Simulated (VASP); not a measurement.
# BaO (Fm-3m) in VASP: single point with revPBE

Aim: the single point of BaO with revPBE.

Everything below comes from runs of VASP 6.6.1. Logs are shortened: lines on timing, memory, paths and dates and some standing lists are left out, and cuts for length are marked.

**1. The cell of the first run**

The structure is cubic, space group Fm-3m (No. 225). The conventional cell has a = 5.500 Å, b = 5.500 Å, c = 5.500 Å, α = 90.00°, β = 90.00°, γ = 90.00°. Within 3.6 Å of Ba (site symmetry m-3m) lie 6 O at 2.75 Å. Within 3.6 Å of O (site symmetry m-3m) lie 6 Ba at 2.75 Å.

**2. Single point, revPBE**

INCAR reads:

```
ALGO     = Normal         # electronic algorithm
EDIFF    = 1E-6           # SCF threshold, eV
ENCUT    = 600            # plane-wave cutoff, eV
GGA      = RE             # functional
GGA_COMPAT= False        
ISIF     = 2              # what is computed and relaxed
ISMEAR   = 0              # smearing method
LASPH    = True           # aspherical terms in the spheres
LCHARG   = True           # write CHGCAR
LELF     = True           # ELF
LREAL    = False          # projectors in reciprocal space
LVHAR    = True         
LWAVE    = False          # write WAVECAR
NBANDS   = 15             # bands
NELM     = 120            # most SCF steps
PREC     = Accurate       # precision mode
SIGMA    = 0.01           # smearing width, eV
```

KPOINTS reads:

```
k-points
0
Gamma
  4 4 4
```

POSCAR reads:

```
BaO
1.0
    0.0000000000      2.7500000000      2.7500000000
    2.7500000000      0.0000000000      2.7500000000
    2.7500000000      2.7500000000      0.0000000000
Ba O
1 1
Direct
    0.0000000000      0.0000000000      0.0000000000
    0.5000000000      0.5000000000      0.5000000000
```

Potentials or basis: VASP PAW PBE potentials, release 64 (Ba_sv, O).

The run is started by

```console
cat potpaw_PBE.64/Ba_sv/POTCAR potpaw_PBE.64/O/POTCAR > POTCAR
mpirun -np 1 vasp_std > vasp.out
```

OUTCAR:

```text
EDIFF = 1E-6
   ENCUT = 600
   GGA = RE
   ISIF = 2
   ISMEAR = 0
   LASPH = True
   LREAL = False
   NELM = 120
   PREC = Accurate

 ion  position               nearest neighbor table
   1  0.000  0.000  0.000-   2 2.75   2 2.75   2 2.75   2 2.75   2 2.75   2 2.75
   2  0.500  0.500  0.500-   1 2.75   1 2.75   1 2.75   1 2.75   1 2.75   1 2.75

  LATTYP: Found a face centered cubic cell.
 ALAT       =     5.5000000000

  Lattice vectors:

 A1 = (   0.0000000000,   2.7500000000,   2.7500000000)
 A2 = (   2.7500000000,   0.0000000000,   2.7500000000)
 A3 = (   2.7500000000,   2.7500000000,   0.0000000000)

Analysis of symmetry for initial positions (statically):
=====================================================================
 Subroutine PRICEL returns:
 Original cell was already a primitive cell.

 Routine SETGRP: Setting up the symmetry group for a
 face centered cubic supercell.

 Subroutine GETGRP returns: Found 48 space group operations
 (whereof 48 operations were pure point group operations)
 out of a pool of 48 trial point group operations.

The static configuration has the point symmetry O_h .

Analysis of symmetry for dynamics (positions and initial velocities):
=====================================================================
 Subroutine PRICEL returns:
 Original cell was already a primitive cell.

 Routine SETGRP: Setting up the symmetry group for a
 face centered cubic supercell.

 Subroutine GETGRP returns: Found 48 space group operations
 (whereof 48 operations were pure point group operations)
 out of a pool of 48 trial point group operations.

The dynamic configuration has the point symmetry O_h .

 Subroutine INISYM returns: Found 48 space group operations
 (whereof 48 operations are pure point group operations),
 and found     1 'primitive' translations

----------------------------------------------------------------------------------------

                                     Primitive cell

  volume of cell :      41.5938

  direct lattice vectors                    reciprocal lattice vectors
     0.000000000  2.750000000  2.750000000    -0.181818182  0.181818182  0.181818182
     2.750000000  0.000000000  2.750000000     0.181818182 -0.181818182  0.181818182
     2.750000000  2.750000000  0.000000000     0.181818182  0.181818182 -0.181818182

  length of vectors
     3.889087297  3.889087297  3.889087297     0.314918329  0.314918329  0.314918329

  position of ions in fractional coordinates (direct lattice)
     0.000000000  0.000000000  0.000000000
     0.500000000  0.500000000  0.500000000
[... 70 lines left out ...]
   PSTRESS=    0.0 pullay stress
   NELECT =      16.0000    total number of electrons
   NUPDOWN=      -1.0000    fix difference up-down
   EMIN   =  10.00;   EMAX   =-10.00  energy-range for DOS
   EFERMI =   0.00;   METHOD = LEGACY
   ISMEAR =     0;   SIGMA  =   0.01  broadening in eV -4-tet -1-fermi 0-gaus
   EFERMI_NEDOS =   21; number of points for ismear=-14 and -15
   IALGO  =     38    algorithm
   IMIX   =      4    mixing-type and parameters
     AMIX     =   0.40;   BMIX     =  1.00
     AMIX_MAG =   1.60;   BMIX_MAG =  1.00
  volume/ion in A,a.u.               =      20.80       140.34
  Fermi-wavevector in a.u.,A,eV,Ry     =   1.190617  2.249940 19.287200  1.417569
  Thomas-Fermi vector in A             =   2.326698
   LORBIT       =      0    0 simple, 1 ext, 2 COOP (PROOUT), +10 PAW based schemes
   GGA     = RE    functional components
   LHFCALC =     F    Hartree Fock is set to
   AEXX    =    0.0000 exact exchange contribution
   IVDW    =     0    specifies the selected vdW correction
   LEPSILON=     F    determine dielectric tensor
   LRPA    =     F    only Hartree local field effects (RPA)
 non-spin polarized calculation
 Gauss-broadening in eV      SIGMA  =   0.01
  energy-cutoff  :      600.00
  volume of cell :       41.59
 maximum number of plane-waves:      1411
   NGX = 15   NGY = 15   NGZ = 15

 number of electron      15.9999997 magnetization

 Free energy of the ion-electron system (eV)
  ---------------------------------------------------
  ext. energy  EPLUGINS =         0.00000000
  ---------------------------------------------------
  free energy    TOTEN  =       -11.14258048 eV

  energy without entropy =      -11.14258048  energy(sigma->0) =      -11.14258048

 E-fermi :   2.2293     XC(G=0):  -9.5452

 val. band max:        2.1573458862   @ k =   0.5000   0.5000   0.0000
 cond. band min:       4.1374542246   @ k =   0.5000   0.5000   0.0000
 fundamental gap:      1.9801083384
 Fermi energy:         2.2293094482

 k-point     1 :       0.0000    0.0000    0.0000
  band No.  band energies     occupation
      1     -23.8228      2.00000
      2     -12.9947      2.00000
      3      -8.3101      2.00000
      4      -8.3101      2.00000
      5      -8.3101      2.00000
      6       1.7626      2.00000
      7       1.7626      2.00000
      8       1.7626      2.00000
      9       5.9316      0.00000
     10       6.8532      0.00000
     11       6.8532      0.00000
     12       6.8532      0.00000
     13       9.1349      0.00000
     14       9.1349      0.00000
[... 113 lines left out ...]
      2     -13.3984      2.00000
      3      -9.4138      2.00000
      4      -9.4138      2.00000
      5      -8.3771      2.00000
      6       0.7539      2.00000
      7       1.9387      2.00000
      8       1.9387      2.00000
      9       6.8228      0.00000
     10       6.8228      0.00000
     11       9.0803      0.00000
     12      11.9819      0.00000
     13      12.0424      0.00000
     14      14.2798      0.00000
     15      15.7180      0.00000

------------------------ aborting loop because EDIFF is reached ----------------------------------------

  FORCE on cell =-STRESS in cart. coord.  units (eV):
  Direction    XX          YY          ZZ          XY          YZ          ZX
  --------------------------------------------------------------------------------------
  -------------------------------------------------------------------------------------
  Total        1.7283161      1.7283161      1.7283161      0.0000000      0.0000000      0.0000000
  in kB       66.5741581     66.5741581     66.5741581      0.0000000      0.0000000      0.0000000
  external PRESSURE =      66.5741581 kB  Pullay stress =       0.0000000 kB

 VOLUME and BASIS-vectors are now :
 -----------------------------------------------------------------------------
  energy-cutoff  :      600.00
  volume of cell :       41.59
      direct lattice vectors                 reciprocal lattice vectors
     0.000000000  2.750000000  2.750000000    -0.181818182  0.181818182  0.181818182
     2.750000000  0.000000000  2.750000000     0.181818182 -0.181818182  0.181818182
     2.750000000  2.750000000  0.000000000     0.181818182  0.181818182 -0.181818182

 POSITION                                       TOTAL-FORCE (eV/Angst)
 -----------------------------------------------------------------------------------
      0.00000      0.00000      0.00000        -0.000000     -0.000000     -0.000000
      2.75000      2.75000      2.75000         0.000000      0.000000      0.000000
 -----------------------------------------------------------------------------------
    total drift:                                0.000000     -0.000000      0.000000

  FREE ENERGIE OF THE ION-ELECTRON SYSTEM (eV)
  ---------------------------------------------------
  free  energy   TOTEN  =       -11.1425804821 eV

  energy  without entropy=      -11.1425804821  energy(sigma->0) =      -11.14258048
```

Run time: 12 s. Hardware: 1 thread of Intel Xeon 6975P-C, shared host; peak memory 0.17 GiB.

What came out:

- Free energy: -11.1426 eV
- Pressure: 6.7 GPa
- Band gap on the k mesh: 1.98 eV, direct

Caveat: the k points lie up to 0.49 Å⁻¹ apart; the PAW data sets were made with another functional, which shifts forces and pressure a little; spin-orbit coupling is left out, which moves the levels of the heavy elements. A k mesh can miss the band edges.
